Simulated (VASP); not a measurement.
Here is a VASP 6.6.1 calculation.

INCAR

```
  ALGO = Normal
  EDIFF = 1E-7
  ENCUT = 520
  GGA = PS
  ISIF = 2
  ISMEAR = 0
  LASPH = T
  LCHARG = F
  LREAL = F
  LWAVE = F
  NBANDS = 15
  NELM = 60
  PREC = Accurate
  SIGMA = 0.15
```

The input KPOINTS:

```
k-points
0
Gamma
  18 24 24
```

File POSCAR:

```
TiSi
1.0
    3.6745497628      0.0000000000      0.0000000000
    0.0000000000      1.7464693518      2.2015275990
    0.0000000000     -1.7464693518      2.2015275990
Ti Si
1 1
Direct
    0.0000000000      0.0507344298      0.0507344298
    0.5000000000      0.5507655702      0.5507655702
```

Potentials or basis: VASP PAW PBE potentials, release 64 (Ti_sv, Si).

The run is started by

```bash
$ cat potpaw_PBE.64/Ti_sv/POTCAR potpaw_PBE.64/Si/POTCAR > POTCAR
$ mpirun -np 1 vasp_std > vasp.out
```

Predict the band gap on the k mesh.

zero (bands 8 and 9 overlap by 1.44 eV).

Predict the pressure.

3.3 GPa.

Stress tensor (GPa, compression positive):
```
 6.50  0.00  0.00
 0.00  6.83  0.00
 0.00  0.00 -3.47
```

Caveat: the stress differs along the axes, from -3 to 7 GPa; the PAW data sets were made with another functional, which shifts forces and pressure a little.
